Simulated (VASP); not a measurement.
A run of VASP 6.6.1:

POSCAR

```
WC
1.0
    2.9023714729      0.0000000000      0.0000000000
   -1.4511857364      2.5135274268      0.0000000000
    0.0000000000      0.0000000000      2.8273102120
W C
1 1
Direct
    0.0000000000      0.0000000000      0.0000000000
    0.6666666667      0.3333333333      0.5000000000
```

Contents of INCAR.step1:

```
SYSTEM = WC
ALGO = Normal ; EDIFF = 1E-4
ENCUT = 600 ; GGA = PE
ISMEAR = 0 ; LASPH = .True.
LCHARG = .False. ; LREAL = .False.
LWAVE = .True. ; NELM = 60
PREC = Accurate ; SIGMA = 0.1
```

File INCAR.step2:

```
SYSTEM = WC
ALGO = Normal ; EDIFF = 1E-6
EDIFFG = -0.008 ; ENCUT = 600
IBRION = 2 ; ISIF = 3
ISMEAR = 0 ; ISTART = 1
LASPH = .True. ; LCHARG = .False.
LMIXTAU = .True. ; LREAL = .False.
LWAVE = .False. ; METAGGA = R2SCAN
NELM = 60 ; NSW = 70
PREC = Accurate ; PSTRESS = 40.0
SIGMA = 0.1
```

File KPOINTS:

```
k-points
0
Gamma
  18 18 14
  0 0 0
```

Potentials or basis: VASP PAW PBE potentials, release 64 (W_sv, C).

Launch:

```console
$ cat potpaw_PBE.64/W_sv/POTCAR potpaw_PBE.64/C/POTCAR > POTCAR
$ cp INCAR.step1 INCAR
$ mpirun -np 1 vasp_std > vasp.out
$ cp INCAR.step2 INCAR
$ mpirun -np 1 vasp_std > vasp.out
```

Hardware: 1 thread of Intel(R) Xeon(R) 6975P-C (Granite Rapids) (shared host).

**Question.** Estimate the wall time of this run.

**Answer.** Run time: 3.3 min on 1 thread of Intel(R) Xeon(R) 6975P-C (Granite Rapids), on a shared host, peak memory 0.24 GiB. Counts: k points 296, ion steps 3.
